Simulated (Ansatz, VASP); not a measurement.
**I: VASP beside Ansatz**

```
CELL_PARAMETERS angstrom
-2.08938 2.08938 2.08938
2.08938 -2.08938 2.08938
2.08938 2.08938 -2.08938
ATOMIC_POSITIONS crystal
I 0.00000 0.00000 0.00000
```

Alike in both runs: task single point; functional PBE; dispersion D3(BJ); k mesh 18 × 18 × 18; occupations gaussian, width 0.15 eV; no spin polarisation.

|  | VASP | Ansatz |
| --- | --- | --- |
| version | VASP 6.6.1 | Ansatz 0.2.0 |
| potentials or method | VASP PAW PBE potentials, release 64 (I), cutoff 520 eV | scalar-relativistic, plane waves, PAW |
| valence electrons in the cell | 7 | 17 |

|  | VASP | Ansatz | Ansatz less VASP |
| --- | --- | --- | --- |
| gap on the k mesh at the Fermi level (eV) | none | none | - |
| pressure (GPa) | -1.9 | -1.9 | +0.04 |

A gap of «none» marks a metal or a gap that the smearing closes. VASP's potentials hold 7 valence electrons a cell and Ansatz's 17, so a difference there can come from the potentials and not from the codes.

Spin-orbit coupling is off throughout.
